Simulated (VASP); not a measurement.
Write the native input for VASP 6.6.1 that does the following.

* Task: single point
* Functional: r2SCAN
* Potentials or basis: VASP PAW PBE potentials, release 64 (Sn_d, Se)
* Cutoff: 520 eV
* k mesh: 10 × 10 × 10
* Occupations: gaussian, width 0.02 eV
* Spin: no spin polarisation
* Dipole correction: no
* Further INCAR settings: ALGO = Normal; EDIFF = 1e-06; NBANDS = 17

Crystal: SnSe.

```
Sn Se
1.0
     0.00000    3.01000    3.01000
     3.01000    0.00000    3.01000
     3.01000    3.01000    0.00000
Sn Se
1 1
Direct
  0.00000 0.00000 0.00000
  0.50000 0.50000 0.50000
```

These files were run (other wordings do the same):

POSCAR

```
SnSe
1.0
    0.0000000000      3.0100000000      3.0100000000
    3.0100000000      0.0000000000      3.0100000000
    3.0100000000      3.0100000000      0.0000000000
Sn Se
1 1
Direct
    0.0000000000      0.0000000000      0.0000000000
    0.5000000000      0.5000000000      0.5000000000
```

INCAR.step1

```
ALGO = Normal ; EDIFF = 1E-4
ENCUT = 520 ; GGA = PE
ISMEAR = 0 ; LASPH = T
LCHARG = F ; LREAL = F
LWAVE = T ; NBANDS = 17
NELM = 100 ; PREC = Accurate
SIGMA = 0.02
```

INCAR.step2

```
ALGO = Normal ; EDIFF = 1E-6
ENCUT = 520 ; ISIF = 2
ISMEAR = 0 ; ISTART = 1
LASPH = T ; LCHARG = F
LMIXTAU = T ; LREAL = F
LWAVE = F ; METAGGA = R2SCAN
NBANDS = 17 ; NELM = 100
PREC = Accurate ; SIGMA = 0.02
```

KPOINTS

```
k-points
0
Gamma
  10 10 10
```

Potentials or basis: VASP PAW PBE potentials, release 64 (Sn_d, Se).

Launch:

```sh
$ cat potpaw_PBE.64/Sn_d/POTCAR potpaw_PBE.64/Se/POTCAR > POTCAR
$ cp INCAR.step1 INCAR
$ mpirun -np 1 vasp_std > vasp.out
$ cp INCAR.step2 INCAR
$ mpirun -np 1 vasp_std > vasp.out
```

Results of the run:

The pressure is 0.0 GPa and the band gap on the k mesh is 0.45 eV, direct.

Caveat: the PAW data sets were made with another functional, which shifts forces and pressure a little; spin-orbit coupling is left out, which moves the levels of the heavy elements.

Run time: 78 s on 1 thread of AMD EPYC 9R45 (Zen 5) (shared host), peak memory 0.17 GiB.
